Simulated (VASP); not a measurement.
# MgS: elastic constants with PBEsol

The system is MgS.

```
S Mg
1.0
     0.00000    2.83312    2.83312
     2.83312    0.00000    2.83312
     2.83312    2.83312    0.00000
S Mg
1 1
Direct
  0.25000 0.25000 0.25000
  0.00000 0.00000 0.00000
```

* Program: VASP 6.6.1
* Task: elastic constants
* Functional: PBEsol
* Potentials or basis: VASP PAW PBE potentials, release 64 (S, Mg)
* Cutoff: 600 eV
* k mesh: 6 × 6 × 6
* Occupations: fermi-dirac, width 0.05 eV
* Spin: no spin polarisation
* Dipole correction: no
* Ions in elastic constants: relaxed
* Further INCAR settings: ALGO = Normal; EDIFF = 1e-08; NBANDS = 11; IBRION = 6; POTIM = 0.015; NSW = 1; ISIF = 3

```
Elastic constants C11, C12, C44                         : 70, 50, 28 GPa
Voigt bulk modulus                                      : 57 GPa
Highest phonon frequency at Γ, LO-TO splitting left out : 329 cm⁻¹
```

Phonon frequencies in cm⁻¹ (negative: imaginary):
```
              q point        frequencies
(0.000, 0.000, 0.000)  0 0 0 329 329 329
```

Elastic tensor in Voigt notation (GPa, in the Cartesian axes of the cell as first typed):
```
70 50 50  0  0  0
50 70 50  0  0  0
50 50 70  0  0  0
 0  0  0 28  0  0
 0  0  0  0 28  0
 0  0  0  0  0 28
```

Clamped-ion elastic tensor (GPa):
```
70 50 50  0  0  0
50 70 50  0  0  0
50 50 70  0  0  0
 0  0  0 51  0  0
 0  0  0  0 51  0
 0  0  0  0  0 51
```

Wall time 3.8 min on 1 thread of Intel(R) Xeon(R) Platinum 8259CL CPU @ 2.50GHz (Skylake/Cascade Lake), with other jobs on the host, peak memory 0.23 GiB.

Caveat: the PAW data sets were made with another functional, which shifts forces and pressure a little.
